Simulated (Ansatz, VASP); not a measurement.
**Ta3GaC3: VASP beside Ansatz**

```xyz
7
Lattice="4.4340 0.0000 0.0000 0.0000 4.4340 0.0000 0.0000 0.0000 4.4340" Properties=species:S:1:pos:R:3 pbc="T T T"
Ta    0.0000    2.2170    2.2170
Ta    2.2170    0.0000    2.2170
Ta    2.2170    2.2170    0.0000
Ga    0.0000    0.0000    0.0000
C     2.2170    0.0000    0.0000
C     0.0000    2.2170    0.0000
C     0.0000    0.0000    2.2170
```

Alike in both runs: functional PBE; k mesh 8 × 8 × 8; occupations gaussian, width 0.1 eV; no spin polarisation.

Ansatz relaxed the structure, and its values are those at the end. VASP's run is a single point on that final structure, the one shown.

|  | VASP | Ansatz |
| --- | --- | --- |
| version | VASP 6.6.1 | Ansatz 0.2.0 |
| potentials or method | VASP PAW PBE potentials, release 64 (Ta_pv, Ga_d, C), cutoff 520 eV | scalar-relativistic, plane waves, PAW |
| valence electrons in the cell | 58 | 64 |

```tsv
	VASP	Ansatz	Ansatz less VASP
gap on the k mesh at the Fermi level (eV)	none	none	-
pressure (GPa)	0.4	0.0	-0.44
```

A gap of «none» marks a metal or a gap that the smearing closes. With one functional, cell and mesh, what is left measures potentials, basis and numerics. VASP's potentials hold 58 valence electrons a cell and Ansatz's 64, so a difference there can come from the potentials and not from the codes.

Neither program's run includes spin-orbit coupling.
